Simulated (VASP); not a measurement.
# SiC (F-43m) in VASP: notebook, part 2 of 2

VASP 6.6.1. Earlier steps stand in the parts before.

## 4. Single point, PBE

Contents of INCAR:

```
SYSTEM = SiC
PREC = Accurate
ENCUT = 600
EDIFF = 1E-6
ISMEAR = 1
SIGMA = 0.02
LREAL = .False.
LASPH = .True.
NELM = 120
ALGO = Normal
ISIF = 2
LWAVE = .False.
LCHARG = .False.
GGA = PE
NBANDS = 11
GGA_COMPAT = .False.
```

Contents of KPOINTS:

```
regular mesh
0
Gamma
  10 10 10
  0 0 0
```

Contents of POSCAR:

```
SiC
1.0
    0.0000000000      2.1897201901      2.1897201901
    2.1897201901      0.0000000000      2.1897201901
    2.1897201901      2.1897201901      0.0000000000
Si C
1 1
Direct
    0.0000000000      0.0000000000      0.0000000000
    0.7500000000      0.7500000000      0.7500000000
```

Potentials or basis: VASP PAW PBE potentials, release 64 (Si, C).

Command:

```console
$ cat potpaw_PBE.64/Si/POTCAR potpaw_PBE.64/C/POTCAR > POTCAR
$ mpirun -np 1 vasp_std > vasp.out
```

OUTCAR:

```text
SYSTEM = SiC
   PREC = Accurate
   ENCUT = 600
   EDIFF = 1E-6
   ISMEAR = 1
   LREAL = .False.
   LASPH = .True.
   NELM = 120
   ISIF = 2
   GGA = PE

 ion  position               nearest neighbor table
   1  0.000  0.000  0.000-   2 1.90   2 1.90   2 1.90   2 1.90
   2  0.750  0.750  0.750-   1 1.90   1 1.90   1 1.90   1 1.90

  LATTYP: Found a face centered cubic cell.
 ALAT       =     4.3794403802

  Lattice vectors:

 A1 = (   0.0000000000,   2.1897201901,   2.1897201901)
 A2 = (   2.1897201901,   0.0000000000,   2.1897201901)
 A3 = (   2.1897201901,   2.1897201901,   0.0000000000)

Analysis of symmetry for initial positions (statically):
=====================================================================
 Subroutine PRICEL returns:
 Original cell was already a primitive cell.

 Routine SETGRP: Setting up the symmetry group for a
 face centered cubic supercell.

 Subroutine GETGRP returns: Found 24 space group operations
 (whereof 24 operations were pure point group operations)
 out of a pool of 48 trial point group operations.

The static configuration has the point symmetry T_d .

Analysis of symmetry for dynamics (positions and initial velocities):
=====================================================================
 Subroutine PRICEL returns:
 Original cell was already a primitive cell.

 Routine SETGRP: Setting up the symmetry group for a
 face centered cubic supercell.

 Subroutine GETGRP returns: Found 24 space group operations
 (whereof 24 operations were pure point group operations)
 out of a pool of 48 trial point group operations.

The dynamic configuration has the point symmetry T_d .

 Subroutine INISYM returns: Found 24 space group operations
 (whereof 24 operations are pure point group operations),
 and found     1 'primitive' translations

----------------------------------------------------------------------------------------

                                     Primitive cell

  volume of cell :      20.9989

  direct lattice vectors                    reciprocal lattice vectors
     0.000000000  2.189720190  2.189720190    -0.228339677  0.228339677  0.228339677
     2.189720190  0.000000000  2.189720190     0.228339677 -0.228339677  0.228339677
     2.189720190  2.189720190  0.000000000     0.228339677  0.228339677 -0.228339677

  length of vectors
     3.096731991  3.096731991  3.096731991     0.395495921  0.395495921  0.395495921

  position of ions in fractional coordinates (direct lattice)
     0.000000000  0.000000000  0.000000000
     0.750000000  0.750000000  0.750000000

  ion indices of the primitive-cell ions
   primitive index   ion index
                 1           1
                 2           2

----------------------------------------------------------------------------------------

 KPOINTS: regular mesh

Automatic generation of k-mesh.
 Grid dimensions read from file:
 generate k-points for:   10   10   10

 Generating k-lattice:

  Cartesian coordinates                     Fractional coordinates (reciprocal lattice)
    -0.022833968  0.022833968  0.022833968     0.100000000  0.000000000  0.000000000
     0.022833968 -0.022833968  0.022833968     0.000000000  0.100000000  0.000000000
[... 39 lines left out ...]
 [... further k-points ...]
   k-points           NKPTS =     47   k-points in BZ     NKDIM =     47   number of bands    NBANDS=     11
   number of dos      NEDOS =    301   number of ions     NIONS =      2
   total plane-waves  NPLWV =  21952
   dimension x,y,z NGX =    28 NGY =   28 NGZ =   28
   dimension x,y,z NGXF=    56 NGYF=   56 NGZF=   56
   ions per type =               1   1
   NGX,Y,Z   is equivalent  to a cutoff of  15.03, 15.03, 15.03 a.u.
   NGXF,Y,Z  is equivalent  to a cutoff of  30.06, 30.06, 30.06 a.u.
 SYSTEM =  SiC
   PREC   = accura    normal or accurate (medium, high low for compatibility)
   ISTART =      0    job   : 0-new  1-cont  2-samecut
   ICHARG =      2    charge: 1-file 2-atom 10-const
   ISPIN  =      1    spin polarized calculation?
   LNONCOLLINEAR =      F non collinear calculations
   LSORBIT =      F    spin-orbit coupling
   LASPH  =      T    aspherical Exc in radial PAW
   ENCUT  =  600.0 eV  44.10 Ry    6.64 a.u.   6.18  6.18  6.18*2*pi/ulx,y,z
   NELM   =    120;   NELMIN=  2; NELMDL= -5     # of ELM steps
   EDIFF  = 0.1E-05   stopping-criterion for ELM
   LREAL  =      F    real-space projection
   EDIFFG = 0.1E-04   stopping-criterion for IOM
   NSW    =      0    number of steps for IOM
   IBRION =     -1    ionic relax: 0-MD 1-quasi-New 2-CG
   NFREE  =      0    steps in history (QN), initial steepest desc. (CG)
   ISIF   =      2    stress and relaxation
   ISYM   =      2    0-nonsym 1-usesym 2-fastsym
   POTIM  = 0.5000    time-step for ionic-motion
   TEBEG  =    0.0;   TEEND  =   0.0 temperature during run
   PSTRESS=    0.0 pullay stress
   NELECT =       8.0000    total number of electrons
   NUPDOWN=      -1.0000    fix difference up-down
   EMIN   =  10.00;   EMAX   =-10.00  energy-range for DOS
   EFERMI =   0.00;   METHOD = LEGACY
   ISMEAR =     1;   SIGMA  =   0.02  broadening in eV -4-tet -1-fermi 0-gaus
   EFERMI_NEDOS =   21; number of points for ismear=-14 and -15
   IALGO  =     38    algorithm
   IMIX   =      4    mixing-type and parameters
     AMIX     =   0.40;   BMIX     =  1.00
     AMIX_MAG =   1.60;   BMIX_MAG =  1.00
  volume/ion in A,a.u.               =      10.50        70.85
  Fermi-wavevector in a.u.,A,eV,Ry     =   1.186787  2.242703 19.163316  1.408464
  Thomas-Fermi vector in A             =   2.322953
   LORBIT       =      0    0 simple, 1 ext, 2 COOP (PROOUT), +10 PAW based schemes
   GGA     = PE    functional components
   LHFCALC =     F    Hartree Fock is set to
   AEXX    =    0.0000 exact exchange contribution
   IVDW    =     0    specifies the selected vdW correction
   LEPSILON=     F    determine dielectric tensor
   LRPA    =     F    only Hartree local field effects (RPA)
 non-spin polarized calculation
 Methfessel and Paxton  Order N= 1 SIGMA  =   0.02
  energy-cutoff  :      600.00
  volume of cell :       21.00
 maximum number of plane-waves:       725
 NGX is ok and might be reduce to    28
   NGX = 13   NGY = 13   NGZ = 13

 number of electron       8.0000000 magnetization

 Free energy of the ion-electron system (eV)
  ---------------------------------------------------
  ext. energy  EPLUGINS =         0.00000000
  ---------------------------------------------------
  free energy    TOTEN  =       -15.06217863 eV

  energy without entropy =      -15.06217863  energy(sigma->0) =      -15.06217863

 E-fermi :   8.0395     XC(G=0): -11.2920

 val. band max:        7.9418714070   @ k =   0.0000   0.0000   0.0000
 cond. band min:       9.3127282805   @ k =   0.5000   0.5000   0.0000
 fundamental gap:      1.3708568736
 Fermi energy:         8.0395062555

 k-point     1 :       0.0000    0.0000    0.0000
  band No.  band energies     occupation
      1      -7.3462      2.00000
      2       7.9419      2.00000
      3       7.9419      2.00000
      4       7.9419      2.00000
      5      14.0029      0.00000
      6      15.1483      0.00000
      7      15.1483      0.00000
      8      15.1483      0.00000
      9      22.3635      0.00000
     10      22.3635      0.00000
     11      24.1954      0.00000
[... 309 lines left out ...]
 k-point    24 :       0.4000    0.3000    0.0000
  band No.  band energies     occupation
      1      -4.2440      2.00000
      2       2.3784      2.00000
      3       4.8204      2.00000
      4       5.3406      2.00000
      5      10.8009      0.00000
      6      13.5058      0.00000
      7      19.4064      0.00000
      8      19.7349      0.00000
      9      21.5375      0.00000
     10      25.8842      0.00000
     11      28.9724      0.00000

 [... further k-points ...]

------------------------ aborting loop because EDIFF is reached ----------------------------------------

  FORCE on cell =-STRESS in cart. coord.  units (eV):
  Direction    XX          YY          ZZ          XY          YZ          ZX
  --------------------------------------------------------------------------------------
  -------------------------------------------------------------------------------------
  Total       -0.0184614     -0.0184614     -0.0184614     -0.0000000     -0.0000000     -0.0000000
  in kB       -1.4085699     -1.4085699     -1.4085699     -0.0000000     -0.0000000     -0.0000000
  external PRESSURE =      -1.4085699 kB  Pullay stress =       0.0000000 kB

 VOLUME and BASIS-vectors are now :
 -----------------------------------------------------------------------------
  energy-cutoff  :      600.00
  volume of cell :       21.00
      direct lattice vectors                 reciprocal lattice vectors
     0.000000000  2.189720190  2.189720190    -0.228339677  0.228339677  0.228339677
     2.189720190  0.000000000  2.189720190     0.228339677 -0.228339677  0.228339677
     2.189720190  2.189720190  0.000000000     0.228339677  0.228339677 -0.228339677

 POSITION                                       TOTAL-FORCE (eV/Angst)
 -----------------------------------------------------------------------------------
      0.00000      0.00000      0.00000         0.000000      0.000000      0.000000
      3.28458      3.28458      3.28458        -0.000000     -0.000000     -0.000000
 -----------------------------------------------------------------------------------
    total drift:                                0.000000      0.000000      0.000000

  FREE ENERGIE OF THE ION-ELECTRON SYSTEM (eV)
  ---------------------------------------------------
  free  energy   TOTEN  =       -15.0621786264 eV

  energy  without entropy=      -15.0621786264  energy(sigma->0) =      -15.06217863
```

OSZICAR:

```text
N       E                     dE             d eps       ncg     rms          rms(c)
DAV:   1     0.513369141885E+01    0.51337E+01   -0.42156E+03  1058   0.689E+02
DAV:   2    -0.161353540204E+02   -0.21269E+02   -0.20151E+02  1218   0.114E+02
DAV:   3    -0.168728399876E+02   -0.73749E+00   -0.73597E+00  1273   0.178E+01
DAV:   4    -0.168757925995E+02   -0.29526E-02   -0.29524E-02  1188   0.142E+00
DAV:   5    -0.168758067136E+02   -0.14114E-04   -0.14114E-04  1271   0.922E-02    0.865E+00
DAV:   6    -0.151146757359E+02    0.17611E+01   -0.64649E+00  1157   0.113E+01    0.382E+00
DAV:   7    -0.150696395348E+02    0.45036E-01   -0.36798E-01  1244   0.348E+00    0.175E+00
DAV:   8    -0.150619657189E+02    0.76738E-02   -0.20215E-02  1172   0.948E-01    0.172E-01
DAV:   9    -0.150620625584E+02   -0.96839E-04   -0.17071E-03  1296   0.234E-01    0.112E-01
DAV:  10    -0.150621757671E+02   -0.11321E-03   -0.25104E-04  1160   0.957E-02    0.267E-02
DAV:  11    -0.150621782025E+02   -0.24354E-05   -0.45583E-05  1247   0.349E-02    0.707E-03
DAV:  12    -0.150621786264E+02   -0.42396E-06   -0.21309E-06  1069   0.877E-03
   1 F= -.15062179E+02 E0= -.15062179E+02  d E =0.352885E-13
```

stdout:

```text
POSCAR found type information on POSCAR SiC
 POSCAR found :  2 types and       2 ions
 scaLAPACK will be used
 LDA part: xc-table for (Slater+PW92), standard interpolation
 POSCAR, INCAR and KPOINTS ok, starting setup
 FFT: planning ... GRIDC
 FFT: planning ... GRID_SOFT
 FFT: planning ... GRID
 WAVECAR not read
 entering main loop
```

Run time: 12 s. Hardware: 1 thread of Intel Xeon 6975P-C, shared host; peak memory 0.15 GiB.

What came out:

- Free energy: -15.0622 eV
- Pressure: -0.1 GPa
- Band gap on the k mesh: 1.37 eV, indirect (least direct gap 4.53 eV)

## 5. Single point, PBE

Contents of INCAR:

```
ALGO = Normal
EDIFF = 1E-6
ENCUT = 600
GGA = PE
GGA_COMPAT = F
ISIF = 2
ISMEAR = 0
LASPH = T
LCHARG = F
LREAL = F
LWAVE = F
NBANDS = 11
NELM = 120
PREC = Accurate
SIGMA = 0.01
```

Contents of KPOINTS:

```
k-points
0
Gamma
  10 10 10
```

Contents of POSCAR:

```
SiC
1.0
    0.0000000000      2.1898722326      2.1898722326
    2.1898722326      0.0000000000      2.1898722326
    2.1898722326      2.1898722326      0.0000000000
Si C
1 1
Direct
    0.0000000000      0.0000000000      0.0000000000
    0.7500000000      0.7500000000      0.7500000000
```

Command:

```console
$ cat potpaw_PBE.64/Si/POTCAR potpaw_PBE.64/C/POTCAR > POTCAR
$ mpirun -np 1 vasp_std > vasp.out
```

Run time: 15 s. Hardware: 1 thread of Intel Xeon 6975P-C, shared host; peak memory 0.15 GiB.

Results (log left out):

- Free energy: -15.0622 eV
- Pressure: -0.2 GPa
- Band gap on the k mesh: 1.37 eV, indirect (least direct gap 4.53 eV)

Levels at points of the mesh, in eV from the valence-band top:
| k point | band 1 | band 2 | band 3 | band 4 | band 5 | band 6 | band 7 | band 8 |
| --- | --- | --- | --- | --- | --- | --- | --- | --- |
| (0.00, 0.00, 0.00) | -15.29 | 0.00 | 0.00 | 0.00 | 6.06 | 7.21 | 7.21 | 7.21 |
| (0.50, 0.00, 0.00) | -11.78 | -8.45 | -1.05 | -1.05 | 5.30 | 7.17 | 7.17 | 9.97 |
| (0.50, 0.50, 0.00) | -10.34 | -7.75 | -3.16 | -3.16 | 1.37 | 4.27 | 13.86 | 13.86 |

A k mesh can miss the band edges. A hybrid or GW would open this gap; PBE tends to underestimate it.

## 6. Summary

```tsv
task	level	cell	k mesh	cutoff (eV)	smearing	grid for exact exchange (PRECFOCK)	screening parameter	gap on the mesh (eV)	pressure (GPa)
relaxation of cell and atoms	PBE	relaxed from a = 3.096 Å, angles 60.0°, 2 atoms	10 × 10 × 10	600	gaussian 0.02 eV	-	-	1.37	-0.1
single point	HSE06	a = 3.097 Å, angles 60.0°, 2 atoms	8 × 8 × 8	520	gaussian 0.02 eV	Normal	0.2079 1/Å	2.24	-5.0
single point	PBE	a = 3.097 Å, angles 60.0°, 2 atoms	10 × 10 × 10	600	methfessel-paxton 0.02 eV	-	-	1.37	-0.1
single point	PBE	a = 3.097 Å, angles 60.0°, 2 atoms	10 × 10 × 10	600	gaussian 0.01 eV	-	-	1.37	-0.2
```

Alike in all rows: potentials or basis VASP PAW PBE potentials, release 64 (Si, C); no spin polarisation.

On the cell as given the gap runs from 1.37 eV (PBE) to 2.24 eV (HSE06); the meshes differ, which moves gaps too. The pressure there spans -5.0 GPa (HSE06) to -0.1 GPa (PBE); a positive pressure means that this level wants a larger cell, a negative one a smaller.

Caveats: the relaxation stopped at its first step, so nothing moved (some runs); the PAW data sets were made with another functional, which shifts forces and pressure a little (some runs).

Total energies depend on the potentials used, so only differences within one code and one set of settings carry meaning.

## 7. How close it comes

Step 4. Measured gap of SiC: 2.4 eV (indirect; quoted in “Insight into the structural, elastic and electronic properties of a new orthorhombic 6O-SiC polytype”, 2020, pmc:7200658). This calculation gives 1.37 eV (-1.03 eV). The value is that of PBE on a finite k mesh, which can miss the band edges, without temperature or zero-point motion. Semilocal functionals fall short of measured gaps as a rule.
